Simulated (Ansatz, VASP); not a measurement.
TiB2: VASP beside Ansatz

```
CELL_PARAMETERS angstrom
3.01745 0.00000 0.00000
-1.50873 2.61319 0.00000
0.00000 0.00000 3.18540
ATOMIC_POSITIONS crystal
Ti 0.00000 0.00000 0.00000
B 0.33333 0.66667 0.50000
B 0.66667 0.33333 0.50000
```

Alike in both runs: functional PBEsol; k mesh 12 × 12 × 10; occupations fermi-dirac, width 0.05 eV; no spin polarisation.

Ansatz relaxed the structure, and its values are those at the end. VASP's run is a single point on that final structure, the one shown.

```csv
,VASP,Ansatz
version,VASP 6.6.1,Ansatz 0.2.0
potentials or method,"VASP PAW PBE potentials, release 64 (Ti_sv, B)","PAW with Ansatz's default frozen-core files, scalar-relativistic"
plane-wave cutoff (eV),520,420
valence electrons in the cell,18,18
```

Ansatz gave:

```
pressure (GPa) : 0.0
```

Estimate VASP's values.

pressure (GPa): 0.4.

VASP's potentials were made for PBE, not for PBEsol.
